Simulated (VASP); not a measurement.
# Nb2PdSe5 (P31m) in VASP: further runs

Nb2PdSe5 is run at these levels: PBE; tasks: single point.

Everything below comes from runs of VASP 6.6.1. Logs are shortened: lines on timing, memory, paths and dates and some standing lists are left out, and cuts for length are marked.

## (1) The cell of the first run

The structure is trigonal, space group P31m (No. 157). Conventional cell: a = 6.886 Å, b = 6.886 Å, c = 7.062 Å, α = 90.00°, β = 90.00°, γ = 120.00°. Nb (site symmetry 3) has 4 Se at 2.29 to 2.51 Å within 3.0 Å. Within 3.3 Å of Pd (site symmetry 3m) lie 3 Se at 2.47 Å. Within 3.0 Å of Se (site symmetry 3) lie 1 Nb at 2.29 Å. Within 3.3 Å of Se (site symmetry m) lie 1 Pd at 2.47 Å and 2 Nb at 2.51 Å.

## (2) Single point, PBE

INCAR reads:

```
SYSTEM = Nb2PdSe5
PREC = Accurate ; ENCUT = 500
EDIFF = 1E-6 ; ISMEAR = 0
SIGMA = 0.02 ; LREAL = .FALSE.
LASPH = .TRUE. ; NELM = 120
ALGO = Normal ; ISIF = 2
LWAVE = .FALSE. ; LCHARG = .FALSE.
GGA = PE ; NBANDS = 43
GGA_COMPAT = .FALSE.
```

KPOINTS reads:

```
regular mesh
0
G
  6 6 4
  0 0 0
```

POSCAR reads:

```
Nb2PdSe5
1.0
    6.8862161085      0.0000000000      0.0000000000
   -3.4431080543      5.9636380859      0.0000000000
    0.0000000000      0.0000000000      7.0620110061
Nb Pd Se
2 1 5
Direct
    0.3333333333      0.6666666667      0.7566967628
    0.6666666667      0.3333333333      0.7566967628
    0.0000000000      0.0000000000      0.7871459240
    0.3333333333      0.6666666667      0.4328484237
    0.6666666667      0.3333333333      0.4328484237
    0.3376948408      0.0000000000      0.9034946111
    0.0000000000      0.3376948408      0.9034946111
    0.6623051592      0.6623051592      0.9034946111
```

Potentials or basis: VASP PAW PBE potentials, release 64 (Nb_sv, Pd, Se).

The run is started by

```console
$ cat potpaw_PBE.64/Nb_sv/POTCAR potpaw_PBE.64/Pd/POTCAR potpaw_PBE.64/Se/POTCAR > POTCAR
$ mpirun -np 1 vasp_std > vasp.out
```

OUTCAR:

```text
SYSTEM = Nb2PdSe5
   PREC = Accurate
   ENCUT = 500
   EDIFF = 1E-6
   ISMEAR = 0
   LREAL = .FALSE.
   LASPH = .TRUE.
   NELM = 120
   ISIF = 2
   GGA = PE

 ion  position               nearest neighbor table
   1  0.333  0.667  0.757-   4 2.29   6 2.51   7 2.51   8 2.51
   2  0.667  0.333  0.757-   5 2.29   7 2.51   6 2.51   8 2.51
   3  0.000  0.000  0.787-   8 2.47   6 2.47   7 2.47
   4  0.333  0.667  0.433-   1 2.29
   5  0.667  0.333  0.433-   2 2.29
   6  0.338  0.000  0.903-   3 2.47   1 2.51   2 2.51
   7  0.000  0.338  0.903-   3 2.47   2 2.51   1 2.51
   8  0.662  0.662  0.903-   3 2.47   1 2.51   2 2.51

  LATTYP: Found a hexagonal cell.
 ALAT       =     6.8862161085
 C/A-ratio  =     1.0255285188

  Lattice vectors:

 A1 = (   6.8862161085,   0.0000000000,   0.0000000000)
 A2 = (  -3.4431080543,   5.9636380859,   0.0000000000)
 A3 = (   0.0000000000,   0.0000000000,   7.0620110061)

Analysis of symmetry for initial positions (statically):
=====================================================================
 Subroutine PRICEL returns:
 Original cell was already a primitive cell.

 Routine SETGRP: Setting up the symmetry group for a
 hexagonal supercell.

 Subroutine GETGRP returns: Found  6 space group operations
 (whereof  6 operations were pure point group operations)
 out of a pool of 24 trial point group operations.

The static configuration has the point symmetry C_3v.

Analysis of symmetry for dynamics (positions and initial velocities):
=====================================================================
 Subroutine PRICEL returns:
 Original cell was already a primitive cell.

 Routine SETGRP: Setting up the symmetry group for a
 hexagonal supercell.

 Subroutine GETGRP returns: Found  6 space group operations
 (whereof  6 operations were pure point group operations)
 out of a pool of 24 trial point group operations.

The dynamic configuration has the point symmetry C_3v.

 Subroutine INISYM returns: Found  6 space group operations
 (whereof  6 operations are pure point group operations),
 and found     1 'primitive' translations

----------------------------------------------------------------------------------------

                                     Primitive cell

  volume of cell :     290.0149

  direct lattice vectors                    reciprocal lattice vectors
     6.886216109  0.000000000  0.000000000     0.145217632  0.083841439  0.000000000
    -3.443108054  5.963638086  0.000000000     0.000000000  0.167682878  0.000000000
     0.000000000  0.000000000  7.062011006     0.000000000  0.000000000  0.141602725

  length of vectors
     6.886216109  6.886216109  7.062011006     0.167682878  0.167682878  0.141602725

  position of ions in fractional coordinates (direct lattice)
     0.333333333  0.666666667  0.756696763
     0.666666667  0.333333333  0.756696763
     0.000000000  0.000000000  0.787145924
     0.333333333  0.666666667  0.432848424
     0.666666667  0.333333333  0.432848424
     0.337694841  0.000000000  0.903494611
     1.000000000  0.337694841  0.903494611
     0.662305159  0.662305159  0.903494611

  ion indices of the primitive-cell ions
   primitive index   ion index
                 1           1
                 2           2
                 3           3
                 4           4
                 5           5
                 6           6
                 7           7
                 8           8

----------------------------------------------------------------------------------------

 KPOINTS: regular mesh

Automatic generation of k-mesh.
 Grid dimensions read from file:
 generate k-points for:    6    6    4

 Generating k-lattice:

  Cartesian coordinates                     Fractional coordinates (reciprocal lattice)
     0.024202939  0.013973573  0.000000000     0.166666667 -0.000000000  0.000000000
     0.000000000  0.027947146  0.000000000     0.000000000  0.166666667  0.000000000
     0.000000000  0.000000000  0.035400681     0.000000000  0.000000000  0.250000000

  Length of vectors
     0.027947146  0.027947146  0.035400681

  Shift w.r.t. Gamma in fractional coordinates (k-lattice)
     0.000000000  0.000000000  0.000000000

 Subroutine IBZKPT returns following result:
 ===========================================

 Found     24 irreducible k-points:

 Following reciprocal coordinates:
            Coordinates               Weight
  0.000000  0.000000  0.000000      1.000000
  0.166667  0.000000  0.000000      6.000000
  0.333333 -0.000000  0.000000      6.000000
  0.500000  0.000000  0.000000      3.000000
  0.166667  0.166667  0.000000      6.000000
  0.333333  0.166667  0.000000     12.000000
[... 16 lines left out ...]
  0.333333  0.166667  0.500000     12.000000
  0.333333  0.333333  0.500000      2.000000
   k-points           NKPTS =     24   k-points in BZ     NKDIM =     24   number of bands    NBANDS=     43
   number of dos      NEDOS =    301   number of ions     NIONS =      8
   total plane-waves  NPLWV = 135000
   dimension x,y,z NGX =    50 NGY =   50 NGZ =   54
   dimension x,y,z NGXF=   100 NGYF=  100 NGZF=  108
   ions per type =               2   1   5
   NGX,Y,Z   is equivalent  to a cutoff of  12.07, 12.07, 12.71 a.u.
   NGXF,Y,Z  is equivalent  to a cutoff of  24.14, 24.14, 25.42 a.u.
 SYSTEM =  Nb2PdSe5
   PREC   = accura    normal or accurate (medium, high low for compatibility)
   ISTART =      0    job   : 0-new  1-cont  2-samecut
   ICHARG =      2    charge: 1-file 2-atom 10-const
   ISPIN  =      1    spin polarized calculation?
   LNONCOLLINEAR =      F non collinear calculations
   LSORBIT =      F    spin-orbit coupling
   LASPH  =      T    aspherical Exc in radial PAW
   ENCUT  =  500.0 eV  36.75 Ry    6.06 a.u.  12.56 12.56 12.88*2*pi/ulx,y,z
   NELM   =    120;   NELMIN=  2; NELMDL= -5     # of ELM steps
   EDIFF  = 0.1E-05   stopping-criterion for ELM
   LREAL  =      F    real-space projection
   EDIFFG = 0.1E-04   stopping-criterion for IOM
   NSW    =      0    number of steps for IOM
   IBRION =     -1    ionic relax: 0-MD 1-quasi-New 2-CG
   NFREE  =      0    steps in history (QN), initial steepest desc. (CG)
   ISIF   =      2    stress and relaxation
   ISYM   =      2    0-nonsym 1-usesym 2-fastsym
   POTIM  = 0.5000    time-step for ionic-motion
   TEBEG  =    0.0;   TEEND  =   0.0 temperature during run
   PSTRESS=    0.0 pullay stress
   NELECT =      66.0000    total number of electrons
   NUPDOWN=      -1.0000    fix difference up-down
   EMIN   =  10.00;   EMAX   =-10.00  energy-range for DOS
   EFERMI =   0.00;   METHOD = LEGACY
   ISMEAR =     0;   SIGMA  =   0.02  broadening in eV -4-tet -1-fermi 0-gaus
   EFERMI_NEDOS =   21; number of points for ismear=-14 and -15
   IALGO  =     38    algorithm
   IMIX   =      4    mixing-type and parameters
     AMIX     =   0.40;   BMIX     =  1.00
     AMIX_MAG =   1.60;   BMIX_MAG =  1.00
  volume/ion in A,a.u.               =      36.25       244.64
  Fermi-wavevector in a.u.,A,eV,Ry     =   0.999500  1.888781 13.592218  0.999000
  Thomas-Fermi vector in A             =   2.131794
   LORBIT       =      0    0 simple, 1 ext, 2 COOP (PROOUT), +10 PAW based schemes
   GGA     = PE    functional components
   LHFCALC =     F    Hartree Fock is set to
   AEXX    =    0.0000 exact exchange contribution
   IVDW    =     0    specifies the selected vdW correction
   LEPSILON=     F    determine dielectric tensor
   LRPA    =     F    only Hartree local field effects (RPA)
 non-spin polarized calculation
 Gauss-broadening in eV      SIGMA  =   0.02
  energy-cutoff  :      500.00
  volume of cell :      290.01
 maximum number of plane-waves:      7400
   NGX = 25   NGY = 25   NGZ = 25

 number of electron      65.9999999 magnetization

 Free energy of the ion-electron system (eV)
  ---------------------------------------------------
  ext. energy  EPLUGINS =         0.00000000
  ---------------------------------------------------
  free energy    TOTEN  =       -45.95731741 eV

  energy without entropy =      -45.95731741  energy(sigma->0) =      -45.95731741

 E-fermi :   1.3499     XC(G=0):  -7.5500

 val. band max:        1.1460917900   @ k =   0.5000   0.0000   0.5000
 cond. band min:       1.8291929473   @ k =  -0.3333  -0.3333   0.2500
 fundamental gap:      0.6831011573
 Fermi energy:         1.3499310621

 k-point     1 :       0.0000    0.0000    0.0000
  band No.  band energies     occupation
      1     -54.1761      2.00000
      2     -54.1734      2.00000
      3     -30.3084      2.00000
      4     -30.3084      2.00000
      5     -30.2731      2.00000
      6     -30.2731      2.00000
[... 35 lines left out ...]
     42       4.1896      0.00000
     43       4.9099      0.00000

 k-point     2 :       0.1667    0.0000    0.0000
  band No.  band energies     occupation
      1     -54.1759      2.00000
      2     -54.1736      2.00000
      3     -30.3089      2.00000
      4     -30.3066      2.00000
      5     -30.2752      2.00000
      6     -30.2725      2.00000
[... 35 lines left out ...]
     42       4.1668      0.00000
     43       4.7417      0.00000

 k-point     3 :       0.3333   -0.0000    0.0000
  band No.  band energies     occupation
      1     -54.1755      2.00000
      2     -54.1740      2.00000
      3     -30.3100      2.00000
      4     -30.3023      2.00000
      5     -30.2802      2.00000
      6     -30.2714      2.00000
[... 919 lines left out ...]
      6     -30.2705      2.00000
[... 35 lines left out ...]
     42       4.2883      0.00000
     43       4.6291      0.00000

 k-point    24 :       0.3333    0.3333    0.5000
  band No.  band energies     occupation
      1     -54.1747      2.00000
      2     -54.1747      2.00000
      3     -30.3116      2.00000
      4     -30.2914      2.00000
      5     -30.2914      2.00000
      6     -30.2698      2.00000
[... 35 lines left out ...]
     42       4.2133      0.00000
     43       4.7110      0.00000

------------------------ aborting loop because EDIFF is reached ----------------------------------------

  FORCE on cell =-STRESS in cart. coord.  units (eV):
  Direction    XX          YY          ZZ          XY          YZ          ZX
  --------------------------------------------------------------------------------------
  -------------------------------------------------------------------------------------
  Total       -0.0289314     -0.0289314     -0.0097987      0.0000000      0.0000000     -0.0000000
  in kB       -0.1598306     -0.1598306     -0.0541327      0.0000000      0.0000000     -0.0000000
  external PRESSURE =      -0.1245980 kB  Pullay stress =       0.0000000 kB

 VOLUME and BASIS-vectors are now :
 -----------------------------------------------------------------------------
  energy-cutoff  :      500.00
  volume of cell :      290.01
      direct lattice vectors                 reciprocal lattice vectors
     6.886216109  0.000000000  0.000000000     0.145217632  0.083841439  0.000000000
    -3.443108054  5.963638086  0.000000000     0.000000000  0.167682878  0.000000000
     0.000000000  0.000000000  7.062011006     0.000000000  0.000000000  0.141602725

 POSITION                                       TOTAL-FORCE (eV/Angst)
 -----------------------------------------------------------------------------------
     -0.00000      3.97576      5.34380        -0.000000      0.000000      0.008143
      3.44311      1.98788      5.34380        -0.000000      0.000000      0.008143
      0.00000      0.00000      5.55883        -0.000000      0.000000     -0.011265
     -0.00000      3.97576      3.05678        -0.000000      0.000000     -0.005464
      3.44311      1.98788      3.05678        -0.000000      0.000000     -0.005464
      2.32544      0.00000      6.38049         0.006880      0.000000      0.001969
     -1.16272      2.01389      6.38049        -0.003440      0.005958      0.001969
      2.28039      3.94975      6.38049        -0.003440     -0.005958      0.001969
 -----------------------------------------------------------------------------------
    total drift:                                0.000004      0.000006      0.002793

  FREE ENERGIE OF THE ION-ELECTRON SYSTEM (eV)
  ---------------------------------------------------
  free  energy   TOTEN  =       -45.9573174122 eV

  energy  without entropy=      -45.9573174122  energy(sigma->0) =      -45.95731741
```

It took 9.1 min on 1 thread of Oxide Virtual Turin-like, shared host; peak memory 0.48 GiB.

Results:

```
Free energy            : -45.9573 eV
Pressure               : 0.0 GPa
Largest force          : 0.011 eV/Å
Band gap on the k mesh : 0.68 eV (least direct gap 0.81 eV)
```

Forces in eV/Å, atoms in the order of the input:
```
Nb   0.000  0.000  0.008
Nb   0.000  0.000  0.008
Pd   0.000  0.000 -0.011
Se   0.000  0.000 -0.005
Se   0.000  0.000 -0.005
Se   0.007  0.000  0.002
Se  -0.003  0.006  0.002
Se  -0.003 -0.006  0.002
```

Levels at points of the mesh, in eV from the valence-band top:
| k point | band 30 | band 31 | band 32 | band 33 | band 34 | band 35 | band 36 | band 37 |
| --- | --- | --- | --- | --- | --- | --- | --- | --- |
| (0.00, 0.00, 0.00) | -1.02 | -1.02 | -0.73 | -0.73 | 1.40 | 1.40 | 1.63 | 1.79 |
| (0.50, 0.00, 0.00) | -0.87 | -0.82 | -0.48 | -0.09 | 0.75 | 0.87 | 1.34 | 1.41 |
| (0.00, 0.00, 0.50) | -1.03 | -1.01 | -0.66 | -0.66 | 1.36 | 1.36 | 1.76 | 1.76 |
| (0.50, 0.00, 0.50) | -0.86 | -0.70 | -0.40 | 0.00 | 0.81 | 0.98 | 1.23 | 1.45 |

(Continued in part 2 of 2.)
